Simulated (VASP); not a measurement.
Here is a VASP 6.6.1 calculation.

INCAR

```
PREC     = Accurate       # precision mode
ENCUT    = 600            # plane-wave cutoff, eV
EDIFF    = 1E-7           # SCF threshold, eV
ISMEAR   = -1             # smearing method
SIGMA    = 0.08           # smearing width, eV
LREAL    = False          # projectors in reciprocal space
LASPH    = True           # aspherical terms in the spheres
NELM     = 100            # most SCF steps
ALGO     = Normal         # electronic algorithm
ISIF     = 3              # what is computed and relaxed
LWAVE    = False          # write WAVECAR
LCHARG   = False          # write CHGCAR
GGA      = CA             # functional
IBRION   = 2              # ionic algorithm
NSW      = 60             # ionic steps
EDIFFG   = -0.005         # ionic threshold
PSTRESS  = 42.0
```

KPOINTS

```
regular mesh
0
Gamma
  11 11 11
```

File POSCAR:

```
Rb
1.0
    3.8828108794      0.0000000000      0.0000000000
   -1.9414054397      3.3626128596      0.0000000000
    0.0000000000      0.0000000000      3.6498422266
Rb
1
Direct
    0.0000000000      0.0000000000      0.0000000000
```

Potentials or basis: VASP PAW LDA potentials, release 64 (Rb_sv).

Launch:

```console
$ cat potpaw_LDA.64/Rb_sv/POTCAR > POTCAR
$ mpirun -np 1 vasp_std > vasp.out
```

Q: What does it give for the relaxed cell?

A: a = 3.908 Å, b = 3.908 Å, c = 3.612 Å, α = 90.00°, β = 90.00°, γ = 120.00°.

Q: Predict the space group after relaxing (to 0.05 Å).

A: P6/mmm (No. 191).

Q: What does it give for the relaxed volume?

A: 47.77 Å³/atom.

Final structure:
```
CELL_PARAMETERS angstrom
3.90787 0.00000 0.00000
-1.95394 3.38432 0.00000
0.00000 0.00000 3.61230
ATOMIC_POSITIONS crystal
Rb 0.00000 0.00000 0.00000
```

Caveat: the cell is relaxed towards a set pressure, so the enthalpy falls and the energy may rise.
